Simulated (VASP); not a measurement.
# SiC (Moissanite 6H) (P6_3mc) in VASP: notebook

SiC (Moissanite 6H) is run at these levels: PBEsol+D3(BJ), BLYP+D3(BJ), RPBE+D3(BJ), PBE exchange alone; tasks: single point.

Everything below comes from runs of VASP 6.6.1. Logs are shortened: lines on timing, memory, paths and dates and some standing lists are left out, and cuts for length are marked.

### 1 The cell of the first run

The structure is hexagonal, space group P6_3mc (No. 186). Conventional cell: a = 3.061 Å, b = 3.061 Å, c = 15.020 Å, α = 90.00°, β = 90.00°, γ = 120.00°. Si (site symmetry 3m) has 4 C at 1.87 to 1.88 Å within 2.5 Å. Within 2.5 Å of Si (site symmetry 3m) lie 4 C at 1.87 to 1.88 Å. Within 2.5 Å of Si (site symmetry 3m) lie 4 C at 1.88 Å. Within 2.5 Å of C (site symmetry 3m) lie 4 Si at 1.87 to 1.88 Å. C (site symmetry 3m) has 4 Si at 1.88 Å within 2.5 Å. C (site symmetry 3m) has 4 Si at 1.87 to 1.88 Å within 2.5 Å.

### 2 Single point, PBEsol+D3(BJ)

Input file INCAR:

```
SYSTEM = SiC
  PREC = Accurate
  ENCUT = 520
  EDIFF = 1E-6
  ISMEAR = -1
  SIGMA = 0.05
  LREAL = .FALSE.
  LASPH = .TRUE.
  NELM = 60
  ALGO = Normal
  ISIF = 2
  LWAVE = .FALSE.
  LCHARG = .TRUE.
  GGA = PS
  IVDW = 12
  LELF = .TRUE.
  LVHAR = .TRUE.
  NBANDS = 36
```

Input file KPOINTS:

```
regular mesh
0
G
  10 10 2
  0 0 0
```

Input file POSCAR:

```
SiC
1.0
    3.0613737013      0.0000000000      0.0000000000
   -1.5306868506      2.6512273958      0.0000000000
    0.0000000000      0.0000000000     15.0196934278
Si C
6 6
Direct
    0.6666666667      0.3333333333      0.4583211075
    0.3333333333      0.6666666667      0.9583211075
    0.6666666667      0.3333333333      0.7918220923
    0.3333333333      0.6666666667      0.2918220923
    0.0000000000      0.0000000000      0.6250264116
    0.0000000000      0.0000000000      0.1250264116
    0.6666666667      0.3333333333      0.3333208461
    0.3333333333      0.6666666667      0.8333208461
    0.6666666667      0.3333333333      0.6668210292
    0.3333333333      0.6666666667      0.1668210292
    0.0000000000      0.0000000000      0.4996885132
    0.0000000000      0.0000000000     -0.0003114868
```

Potentials or basis: VASP PAW PBE potentials, release 64 (Si, C).

Started as:

```bash
$ cat potpaw_PBE.64/Si/POTCAR potpaw_PBE.64/C/POTCAR > POTCAR
$ mpirun -np 1 vasp_std > vasp.out
```

OUTCAR:

```text
SYSTEM = SiC
   PREC = Accurate
   ENCUT = 520
   EDIFF = 1E-6
   ISMEAR = -1
   LREAL = .FALSE.
   LASPH = .TRUE.
   NELM = 60
   ISIF = 2
   GGA = PS
   IVDW = 12
 IVDW          = 12

 ion  position               nearest neighbor table
   1  0.667  0.333  0.458-  11 1.87  11 1.87  11 1.87   7 1.88   4 3.06   4 3.06   4 3.06   5 3.06
                             5 3.06   5 3.06
   2  0.333  0.667  0.958-  12 1.87  12 1.87  12 1.87   8 1.88   3 3.06   3 3.06   3 3.06   6 3.06
                             6 3.06   6 3.06
   3  0.667  0.333  0.792-   8 1.87   8 1.87   8 1.87   9 1.88   2 3.06   2 3.06   2 3.06   5 3.07
                             5 3.07   5 3.07
   4  0.333  0.667  0.292-   7 1.87   7 1.87   7 1.87  10 1.88   1 3.06   1 3.06   1 3.06   6 3.07
                             6 3.07   6 3.07
   5  0.000  0.000  0.625-   9 1.88   9 1.88   9 1.88  11 1.88   1 3.06   1 3.06   1 3.06   3 3.07
                             3 3.07   3 3.07
   6  0.000  0.000  0.125-  10 1.88  10 1.88  10 1.88  12 1.88   2 3.06   2 3.06   2 3.06   4 3.07
                             4 3.07   4 3.07
   7  0.667  0.333  0.333-   4 1.87   4 1.87   4 1.87   1 1.88
   8  0.333  0.667  0.833-   3 1.87   3 1.87   3 1.87   2 1.88
   9  0.667  0.333  0.667-   5 1.88   5 1.88   5 1.88   3 1.88
  10  0.333  0.667  0.167-   6 1.88   6 1.88   6 1.88   4 1.88
  11  0.000  0.000  0.500-   1 1.87   1 1.87   1 1.87   5 1.88
  12  0.000  0.000  1.000-   2 1.87   2 1.87   2 1.87   6 1.88

  LATTYP: Found a hexagonal cell.
 ALAT       =     3.0613737013
 C/A-ratio  =     4.9061940466

  Lattice vectors:

 A1 = (   3.0613737013,   0.0000000000,   0.0000000000)
 A2 = (  -1.5306868506,   2.6512273958,   0.0000000000)
 A3 = (   0.0000000000,   0.0000000000,  15.0196934278)

Analysis of symmetry for initial positions (statically):
=====================================================================
 Subroutine PRICEL returns:
 Original cell was already a primitive cell.

 Routine SETGRP: Setting up the symmetry group for a
 hexagonal supercell.

 Subroutine GETGRP returns: Found 12 space group operations
 (whereof  6 operations were pure point group operations)
 out of a pool of 24 trial point group operations.

The static configuration has the point symmetry C_3v.
 The point group associated with its full space group is C_6v.

Analysis of symmetry for dynamics (positions and initial velocities):
=====================================================================
 Subroutine PRICEL returns:
 Original cell was already a primitive cell.

 Routine SETGRP: Setting up the symmetry group for a
 hexagonal supercell.

[... 139 lines left out ...]
   EFERMI =   0.00;   METHOD = LEGACY
   ISMEAR =    -1;   SIGMA  =   0.05  broadening in eV -4-tet -1-fermi 0-gaus
   EFERMI_NEDOS =   21; number of points for ismear=-14 and -15
   IALGO  =     38    algorithm
   IMIX   =      4    mixing-type and parameters
     AMIX     =   0.40;   BMIX     =  1.00
     AMIX_MAG =   1.60;   BMIX_MAG =  1.00
  volume/ion in A,a.u.               =      10.16        68.56
  Fermi-wavevector in a.u.,A,eV,Ry     =   1.199906  2.267493 19.589310  1.439774
  Thomas-Fermi vector in A             =   2.335756
   LORBIT       =      0    0 simple, 1 ext, 2 COOP (PROOUT), +10 PAW based schemes
   GGA     = PS    functional components
   LHFCALC =     F    Hartree Fock is set to
   AEXX    =    0.0000 exact exchange contribution
   IVDW    =    12    specifies the selected vdW correction
   LEPSILON=     F    determine dielectric tensor
   LRPA    =     F    only Hartree local field effects (RPA)
 non-spin polarized calculation
  energy-cutoff  :      520.00
  volume of cell :      121.91
 maximum number of plane-waves:      3319
 NGX is ok and might be reduce to    24
   NGX = 11   NGY = 11   NGZ = 55

 number of electron      47.9999997 magnetization

 Free energy of the ion-electron system (eV)
  ---------------------------------------------------
  ext. energy  EPLUGINS =         0.00000000
  ---------------------------------------------------
  free energy    TOTEN  =       -95.47369356 eV

  energy without entropy =      -95.47369356  energy(sigma->0) =      -95.47369356

 E-fermi :   9.2572     XC(G=0): -11.5819

 val. band max:        8.3086460387   @ k =   0.0000   0.0000   0.0000
 cond. band min:      10.2165651830   @ k =   0.5000   0.0000   0.0000
 fundamental gap:      1.9079191443
 Fermi energy:         9.2571955492

 k-point     1 :       0.0000    0.0000    0.0000
  band No.  band energies     occupation
      1      -7.3132      2.00000
      2      -6.7817      2.00000
      3      -6.7453      2.00000
      4      -5.2163      2.00000
      5      -5.1883      2.00000
      6      -3.6395      2.00000
[... 925 lines left out ...]
     35      15.8656      0.00000
     36      15.8656      0.00000

 [... further k-points ...]

------------------------ aborting loop because EDIFF is reached ----------------------------------------

 Edisp (eV)   -2.95631

 E8    (eV) :    -1.7565

  FORCE on cell =-STRESS in cart. coord.  units (eV):
  Direction    XX          YY          ZZ          XY          YZ          ZX
  --------------------------------------------------------------------------------------
  -------------------------------------------------------------------------------------
  Total       0.27961     0.27961     0.27846     0.00000     0.00000     0.00000
  in kB       3.67484     3.67484     3.65974     0.00000     0.00000     0.00000
  external pressure =        3.67 kB  Pullay stress =        0.00 kB

 VOLUME and BASIS-vectors are now :
 -----------------------------------------------------------------------------
  energy-cutoff  :      520.00
  volume of cell :      121.91
      direct lattice vectors                 reciprocal lattice vectors
     3.061373701  0.000000000  0.000000000     0.326650745  0.188591896  0.000000000
    -1.530686851  2.651227396  0.000000000     0.000000000  0.377183791  0.000000000
     0.000000000  0.000000000 15.019693428     0.000000000  0.000000000  0.066579255

 POSITION                                       TOTAL-FORCE (eV/Angst)
 -----------------------------------------------------------------------------------
      1.53069      0.88374      6.88384        -0.000000      0.000000     -0.001125
     -0.00000      1.76748     14.39369        -0.000000      0.000000     -0.001125
      1.53069      0.88374     11.89293         0.000000     -0.000000     -0.000523
     -0.00000      1.76748      4.38308        -0.000000      0.000000     -0.000523
      0.00000      0.00000      9.38771         0.000000     -0.000000      0.000514
      0.00000      0.00000      1.87786        -0.000000      0.000000      0.000514
      1.53069      0.88374      5.00638         0.000000      0.000000     -0.000033
     -0.00000      1.76748     12.51622        -0.000000      0.000000     -0.000033
      1.53069      0.88374     10.01545         0.000000     -0.000000      0.000408
     -0.00000      1.76748      2.50560        -0.000000      0.000000      0.000408
      0.00000      0.00000      7.50517        -0.000000      0.000000      0.000759
      0.00000      0.00000     15.01501        -0.000000      0.000000      0.000759
 -----------------------------------------------------------------------------------
    total drift:                               -0.000000     -0.000000      0.000404

  FREE ENERGIE OF THE ION-ELECTRON SYSTEM (eV)
  ---------------------------------------------------
  free  energy   TOTEN  =       -98.4299995203 eV

  energy  without entropy=      -98.4299995197  energy(sigma->0) =      -98.42999952
```

OSZICAR:

```text
N       E                     dE             d eps       ncg     rms          rms(c)
DAV:   1     0.115502693430E+03    0.11550E+03   -0.21940E+04  2016   0.121E+03
DAV:   2    -0.952085146117E+02   -0.21071E+03   -0.19790E+03  2608   0.206E+02
DAV:   3    -0.106400455657E+03   -0.11192E+02   -0.11118E+02  2648   0.456E+01
DAV:   4    -0.106561307195E+03   -0.16085E+00   -0.16057E+00  2584   0.627E+00
DAV:   5    -0.106564584072E+03   -0.32769E-02   -0.32749E-02  2592   0.853E-01    0.219E+01
DAV:   6    -0.959453902179E+02    0.10619E+02   -0.30002E+01  2492   0.202E+01    0.100E+01
DAV:   7    -0.955588808547E+02    0.38651E+00   -0.31796E+00  2648   0.679E+00    0.403E+00
DAV:   8    -0.954835693884E+02    0.75311E-01   -0.22115E-01  2408   0.184E+00    0.118E+00
DAV:   9    -0.954733623525E+02    0.10207E-01   -0.26565E-02  2552   0.714E-01    0.169E-01
DAV:  10    -0.954736693027E+02   -0.30695E-03   -0.15151E-03  2468   0.177E-01    0.859E-02
DAV:  11    -0.954736944130E+02   -0.25110E-04   -0.10336E-04  2560   0.576E-02    0.143E-02
DAV:  12    -0.954736930186E+02    0.13944E-05   -0.75936E-06  2496   0.125E-02    0.758E-03
DAV:  13    -0.954736935606E+02   -0.54200E-06   -0.14673E-06  1568   0.535E-03
   1 F= -.98430000E+02 E0= -.98430000E+02  d E =-.577530E-09
```

Wall time 3 min (1 thread of AMD EPYC 7R13, shared host); peak memory 0.25 GiB.

Results:

```
Free energy                : -98.4300 eV
Pressure                   : 0.4 GPa
Band gap on the k mesh     : 1.91 eV, indirect (least direct gap 3.02 eV)
Dispersion energy per atom : -0.246 eV
```

Caveat: the PAW data sets were made with another functional, which shifts forces and pressure a little.

(Continued in part 2 of 2.)
